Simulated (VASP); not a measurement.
MgO, 2 atoms in the cell. Symmetry: P-6m2, No. 187, hexagonal system. The conventional cell has a = 2.957 Å, b = 2.957 Å, c = 2.697 Å, α = 90.00°, β = 90.00°, γ = 120.00°. Within 2.9 Å of Mg (site symmetry -6m2) lie 6 O at 2.18 Å and 2 Mg at 2.70 Å. Within 2.9 Å of O (site symmetry -6m2) lie 6 Mg at 2.18 Å and 2 O at 2.70 Å. 

- Program: VASP 6.6.1
- Task: single point
- Functional: PBEsol
- Potentials or basis: VASP PAW PBE potentials, release 64 (Mg, O)
- Cutoff: 520 eV
- k mesh: 12 × 12 × 8
- Occupations: gaussian, width 0.01 eV
- Spin: no spin polarisation
- Dipole correction: no
- Further INCAR settings: ALGO = Normal; EDIFF = 1e-06; NBANDS = 11

Potentials or basis: VASP PAW PBE potentials, release 64 (Mg, O).

Command:

```bash
$ cat potpaw_PBE.64/Mg/POTCAR potpaw_PBE.64/O/POTCAR > POTCAR
$ mpirun -np 1 vasp_std > vasp.out
```

Hardware: 1 thread of Intel Xeon 6975P-C, with other jobs on the host.

Q: Estimate the wall time of this run.

A: Run time: 7.8 s on 1 thread of Intel Xeon 6975P-C (shared host), peak memory 0.15 GiB. Counts: scf iterations 12, k points 95.
